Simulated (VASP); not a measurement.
# Si (P6_3/mmc) in VASP: notebook

Runs on Si. Level: r2SCAN. Tasks: single point.

Everything below comes from runs of VASP 6.6.1. Logs are shortened: lines on timing, memory, paths and dates and some standing lists are left out, and cuts for length are marked.

## 1. The cell of the first run

Symmetry: P6_3/mmc, No. 194, hexagonal system. Conventional cell: a = 3.813 Å, b = 3.813 Å, c = 6.310 Å, α = 90.00°, β = 90.00°, γ = 120.00°. Si (site symmetry 3m) has 4 Si at 2.34 to 2.36 Å within 3.1 Å.

## 2. Single point, r2SCAN (strain -0.5%)

Contents of POSCAR:

```
Si
1.0
    3.8129688937      0.0000000000      0.0000000000
   -1.9064844468      3.3021279258      0.0000000000
    0.0000000000      0.0000000000      6.3095108027
Si
4
Direct
    0.3333333333      0.6666666667      0.0005929126
    0.6666666667      0.3333333333      0.5005929126
    0.3333333333      0.6666666667      0.3744070874
    0.6666666667      0.3333333333      0.8744070874
```

Contents of INCAR.step1:

```
PREC     = Accurate       # precision mode
ENCUT    = 520            # plane-wave cutoff, eV
ISMEAR   = 0              # smearing method
SIGMA    = 0.01           # smearing width, eV
LREAL    = False          # projectors in reciprocal space
LASPH    = True           # aspherical terms in the spheres
NELM     = 60             # most SCF steps
NBANDS   = 16             # bands
GGA      = PE             # functional
ALGO     = Normal         # electronic algorithm
EDIFF    = 1E-4           # SCF threshold, eV
LWAVE    = True           # write WAVECAR
LCHARG   = False          # write CHGCAR
```

Contents of INCAR.step2:

```
PREC     = Accurate       # precision mode
ENCUT    = 520            # plane-wave cutoff, eV
EDIFF    = 1E-6           # SCF threshold, eV
ISMEAR   = 0              # smearing method
SIGMA    = 0.01           # smearing width, eV
LREAL    = False          # projectors in reciprocal space
LASPH    = True           # aspherical terms in the spheres
NELM     = 60             # most SCF steps
ALGO     = Normal         # electronic algorithm
ISIF     = 2              # what is computed and relaxed
LWAVE    = False          # write WAVECAR
LCHARG   = True           # write CHGCAR
METAGGA  = R2SCAN         # meta-GGA
LMIXTAU  = True         
LELF     = True           # ELF
LVHAR    = True         
NBANDS   = 16             # bands
ISTART   = 1
```

Contents of KPOINTS:

```
Automatic mesh
0
Gamma
  12 12 4
```

Potentials or basis: VASP PAW PBE potentials, release 64 (Si).

Started as:

```console
cat potpaw_PBE.64/Si/POTCAR > POTCAR
cp INCAR.step1 INCAR
mpirun -np 1 vasp_std > vasp.out
cp INCAR.step2 INCAR
mpirun -np 1 vasp_std > vasp.out
```

OUTCAR:

```text
PREC = Accurate
   ENCUT = 520
   EDIFF = 1E-6
   ISMEAR = 0
   LREAL = False
   LASPH = True
   NELM = 60
   ISIF = 2
   METAGGA = R2SCAN
   ISTART = 1

 ion  position               nearest neighbor table
   1  0.333  0.667  0.001-   4 2.34   4 2.34   4 2.34   3 2.36
   2  0.667  0.333  0.501-   3 2.34   3 2.34   3 2.34   4 2.36
   3  0.333  0.667  0.374-   2 2.34   2 2.34   2 2.34   1 2.36
   4  0.667  0.333  0.874-   1 2.34   1 2.34   1 2.34   2 2.36

  LATTYP: Found a hexagonal cell.
 ALAT       =     3.8129688937
 C/A-ratio  =     1.6547501379

  Lattice vectors:

 A1 = (   3.8129688937,   0.0000000000,   0.0000000000)
 A2 = (  -1.9064844468,   3.3021279258,   0.0000000000)
 A3 = (   0.0000000000,   0.0000000000,   6.3095108027)

Analysis of symmetry for initial positions (statically):
=====================================================================
 Subroutine PRICEL returns:
 Original cell was already a primitive cell.

 Routine SETGRP: Setting up the symmetry group for a
 hexagonal supercell.

 Subroutine GETGRP returns: Found 24 space group operations
 (whereof  6 operations were pure point group operations)
 out of a pool of 24 trial point group operations.

The static configuration has the point symmetry C_3v.
 The point group associated with its full space group is D_6h.

Analysis of symmetry for dynamics (positions and initial velocities):
=====================================================================
 Subroutine PRICEL returns:
 Original cell was already a primitive cell.

 Routine SETGRP: Setting up the symmetry group for a
 hexagonal supercell.

 Subroutine GETGRP returns: Found 24 space group operations
 (whereof  6 operations were pure point group operations)
 out of a pool of 24 trial point group operations.

The dynamic configuration has the point symmetry C_3v.
 The point group associated with its full space group is D_6h.

 Subroutine INISYM returns: Found 24 space group operations
 (whereof  6 operations are pure point group operations),
 and found     1 'primitive' translations

----------------------------------------------------------------------------------------

                                     Primitive cell

  volume of cell :      79.4425

  direct lattice vectors                    reciprocal lattice vectors
     3.812968894  0.000000000  0.000000000     0.262262827  0.151417514  0.000000000
    -1.906484447  3.302127926  0.000000000     0.000000000  0.302835027  0.000000000
     0.000000000  0.000000000  6.309510803     0.000000000  0.000000000  0.158490893

  length of vectors
     3.812968894  3.812968894  6.309510803     0.302835027  0.302835027  0.158490893

  position of ions in fractional coordinates (direct lattice)
     0.333333333  0.666666667  0.000592913
     0.666666667  0.333333333  0.500592913
     0.333333333  0.666666667  0.374407087
     0.666666667  0.333333333  0.874407087

  ion indices of the primitive-cell ions
   primitive index   ion index
                 1           1
                 2           2
                 3           3
                 4           4

----------------------------------------------------------------------------------------

 KPOINTS: Automatic mesh

Automatic generation of k-mesh.
 Grid dimensions read from file:
 generate k-points for:   12   12    4

 Generating k-lattice:

  Cartesian coordinates                     Fractional coordinates (reciprocal lattice)
     0.021855236  0.012618126  0.000000000     0.083333333  0.000000000  0.000000000
     0.000000000  0.025236252  0.000000000     0.000000000  0.083333333  0.000000000
     0.000000000  0.000000000  0.039622723     0.000000000  0.000000000  0.250000000

  Length of vectors
     0.025236252  0.025236252  0.039622723

  Shift w.r.t. Gamma in fractional coordinates (k-lattice)
     0.000000000  0.000000000  0.000000000

 Subroutine IBZKPT returns following result:
 ===========================================

 Found     57 irreducible k-points:

 Following reciprocal coordinates:
            Coordinates               Weight
  0.000000  0.000000  0.000000      1.000000
  0.083333  0.000000  0.000000      6.000000
  0.166667  0.000000  0.000000      6.000000
  0.250000  0.000000  0.000000      6.000000
  0.333333  0.000000  0.000000      6.000000
  0.416667  0.000000  0.000000      6.000000
[... 16 lines left out ...]
  0.250000  0.000000  0.250000     12.000000
  0.333333  0.000000  0.250000     12.000000
 [... further k-points ...]
   k-points           NKPTS =     57   k-points in BZ     NKDIM =     57   number of bands    NBANDS=     16
   number of dos      NEDOS =    301   number of ions     NIONS =      4
   total plane-waves  NPLWV =  37632
   dimension x,y,z NGX =    28 NGY =   28 NGZ =   48
   dimension x,y,z NGXF=    56 NGYF=   56 NGZF=   96
   ions per type =               4
   NGX,Y,Z   is equivalent  to a cutoff of  12.21, 12.21, 12.65 a.u.
   NGXF,Y,Z  is equivalent  to a cutoff of  24.42, 24.42, 25.29 a.u.
 SYSTEM =  unknown system
   PREC   = accura    normal or accurate (medium, high low for compatibility)
   ISTART =      1    job   : 0-new  1-cont  2-samecut
   ICHARG =      0    charge: 1-file 2-atom 10-const
   ISPIN  =      1    spin polarized calculation?
   LNONCOLLINEAR =      F non collinear calculations
   LSORBIT =      F    spin-orbit coupling
   LASPH  =      T    aspherical Exc in radial PAW
   ENCUT  =  520.0 eV  38.22 Ry    6.18 a.u.   7.09  7.09 11.73*2*pi/ulx,y,z
   NELM   =     60;   NELMIN=  2; NELMDL=  0     # of ELM steps
   EDIFF  = 0.1E-05   stopping-criterion for ELM
   LREAL  =      F    real-space projection
   EDIFFG = 0.1E-04   stopping-criterion for IOM
   NSW    =      0    number of steps for IOM
   IBRION =     -1    ionic relax: 0-MD 1-quasi-New 2-CG
   NFREE  =      0    steps in history (QN), initial steepest desc. (CG)
   ISIF   =      2    stress and relaxation
   ISYM   =      2    0-nonsym 1-usesym 2-fastsym
   POTIM  = 0.5000    time-step for ionic-motion
   TEBEG  =    0.0;   TEEND  =   0.0 temperature during run
   PSTRESS=    0.0 pullay stress
   NELECT =      16.0000    total number of electrons
   NUPDOWN=      -1.0000    fix difference up-down
   EMIN   =  10.00;   EMAX   =-10.00  energy-range for DOS
   EFERMI =   0.00;   METHOD = LEGACY
   ISMEAR =     0;   SIGMA  =   0.01  broadening in eV -4-tet -1-fermi 0-gaus
   EFERMI_NEDOS =   21; number of points for ismear=-14 and -15
   IALGO  =     38    algorithm
   IMIX   =      4    mixing-type and parameters
     AMIX     =   0.40;   BMIX     =  1.00
     AMIX_MAG =   1.60;   BMIX_MAG =  1.00
  volume/ion in A,a.u.               =      19.86       134.03
  Fermi-wavevector in a.u.,A,eV,Ry     =   0.959615  1.813410 12.529084  0.920862
  Thomas-Fermi vector in A             =   2.088827
   LORBIT       =      0    0 simple, 1 ext, 2 COOP (PROOUT), +10 PAW based schemes
   METAGGA = R2SCAN    functional components
   LHFCALC =     F    Hartree Fock is set to
   AEXX    =    0.0000 exact exchange contribution
   IVDW    =     0    specifies the selected vdW correction
   LEPSILON=     F    determine dielectric tensor
   LRPA    =     F    only Hartree local field effects (RPA)
 non-spin polarized calculation
 Gauss-broadening in eV      SIGMA  =   0.01
  energy-cutoff  :      520.00
  volume of cell :       79.44
 maximum number of plane-waves:      2158
   NGX = 15   NGY = 15   NGZ = 23

 number of electron      15.9999999 magnetization

 Free energy of the ion-electron system (eV)
  ---------------------------------------------------
  ext. energy  EPLUGINS =         0.00000000
  ---------------------------------------------------
  free energy    TOTEN  =       -35.04576889 eV

  energy without entropy =      -35.04576889  energy(sigma->0) =      -35.04576889

 E-fermi :   6.2133     XC(G=0):  -9.8835

 val. band max:        6.0992783063   @ k =   0.0000   0.0000   0.0000
 cond. band min:       6.6896153273   @ k =   0.5000   0.0000   0.0000
 fundamental gap:      0.5903370210
 Fermi energy:         6.2132668985

 k-point     1 :       0.0000    0.0000    0.0000
  band No.  band energies     occupation
      1      -6.7779      2.00000
      2      -4.3474      2.00000
      3      -1.5071      2.00000
      4       4.4711      2.00000
      5       4.4711      2.00000
      6       5.7082      2.00000
[... 8 lines left out ...]
     15      10.5621      0.00000
     16      12.3588      0.00000

 k-point     2 :       0.0833    0.0000    0.0000
  band No.  band energies     occupation
      1      -6.6917      2.00000
      2      -4.2592      2.00000
      3      -1.4597      2.00000
      4       3.7781      2.00000
      5       4.2902      2.00000
      6       5.4776      2.00000
[... 8 lines left out ...]
     15      11.0757      0.00000
     16      11.8506      0.00000

 k-point     3 :       0.1667    0.0000    0.0000
  band No.  band energies     occupation
      1      -6.4354      2.00000
      2      -3.9965      2.00000
      3      -1.3456      2.00000
      4       2.5370      2.00000
      5       3.8885      2.00000
      6       4.2084      2.00000
[... 8 lines left out ...]
     15      11.7824      0.00000
     16      12.0940      0.00000

 k-point     4 :       0.2500    0.0000    0.0000
  band No.  band energies     occupation
      1      -6.0169      2.00000
      2      -3.5658      2.00000
      3      -1.2947      2.00000
      4       1.4335      2.00000
      5       2.8274      2.00000
      6       3.4647      2.00000
[... 8 lines left out ...]
     15      12.5216      0.00000
     16      13.0247      0.00000
[... 324 lines left out ...]
 k-point    22 :       0.1667    0.0000    0.2500
  band No.  band energies     occupation
      1      -6.2223      2.00000
      2      -4.6673      2.00000
      3      -0.3185      2.00000
      4       2.7621      2.00000
      5       3.3448      2.00000
      6       4.0607      2.00000
[... 8 lines left out ...]
     15      11.8209      0.00000
     16      12.6738      0.00000

 k-point    23 :       0.2500    0.0000    0.2500
  band No.  band energies     occupation
      1      -5.8053      2.00000
      2      -4.2541      2.00000
      3      -0.3934      2.00000
      4       1.7908      2.00000
      5       2.1498      2.00000
      6       3.6395      2.00000
[... 8 lines left out ...]
     15      12.4444      0.00000
     16      12.9316      0.00000

 k-point    24 :       0.3333    0.0000    0.2500
  band No.  band energies     occupation
      1      -5.2489      2.00000
      2      -3.7140      2.00000
      3      -0.9741      2.00000
      4       0.8870      2.00000
      5       1.5648      2.00000
      6       3.2988      2.00000
[... 8 lines left out ...]
     15      13.5907      0.00000
     16      14.0327      0.00000

 [... further k-points ...]
[... 5 lines left out ...]
  --------------------------------------------------------------------------------------
  -------------------------------------------------------------------------------------
  Total        0.6236989      0.6236989      0.6345002      0.0000000      0.0000000     -0.0000000
  in kB       12.5786110     12.5786110     12.7964500      0.0000000      0.0000000     -0.0000000
  external PRESSURE =      12.6512240 kB  Pullay stress =       0.0000000 kB

 VOLUME and BASIS-vectors are now :
 -----------------------------------------------------------------------------
  energy-cutoff  :      520.00
  volume of cell :       79.44
      direct lattice vectors                 reciprocal lattice vectors
     3.812968894  0.000000000  0.000000000     0.262262827  0.151417514  0.000000000
    -1.906484447  3.302127926  0.000000000     0.000000000  0.302835027  0.000000000
     0.000000000  0.000000000  6.309510803     0.000000000  0.000000000  0.158490893

 POSITION                                       TOTAL-FORCE (eV/Angst)
 -----------------------------------------------------------------------------------
     -0.00000      2.20142      0.00374         0.000000     -0.000000      0.000239
      1.90648      1.10071      3.15850        -0.000000      0.000000      0.000239
     -0.00000      2.20142      2.36233         0.000000     -0.000000     -0.000239
      1.90648      1.10071      5.51708        -0.000000      0.000000     -0.000239
 -----------------------------------------------------------------------------------
    total drift:                               -0.000000      0.000000     -0.000000

  FREE ENERGIE OF THE ION-ELECTRON SYSTEM (eV)
  ---------------------------------------------------
  free  energy   TOTEN  =       -35.0457688888 eV

  energy  without entropy=      -35.0457688888  energy(sigma->0) =      -35.04576889
```

Run time: 3.6 min. Hardware: 1 thread of Intel Xeon Platinum 8375C at 2.90GHz (Ice Lake), shared host; peak memory 0.2 GiB.

Results:

| Property | Result |
| --- | --- |
| Free energy | -35.0458 eV |
| Pressure | 1.3 GPa |
| Band gap on the k mesh | 0.59 eV, indirect (least direct gap 1.42 eV) |

Levels at points of the mesh, in eV from the valence-band top:
```tsv
k point	band 6	band 7	band 8	band 9	band 10	band 11
(0.00, 0.00, 0.00)	-0.39	0.00	0.00	1.42	2.16	2.16
(0.50, 0.00, 0.00)	-3.27	-3.16	-1.55	0.59	2.67	3.22
(0.00, 0.00, 0.50)	-0.99	-0.99	-0.99	2.19	2.19	3.20
(0.50, 0.00, 0.50)	-2.62	-2.59	-2.59	1.15	1.15	1.87
```

Caveat: the cell differs from its parent crystal (strain -0.5%); the PAW data sets were made with another functional, which shifts forces and pressure a little. A k mesh can miss the band edges.

(Part 1 of 3 ends here.)
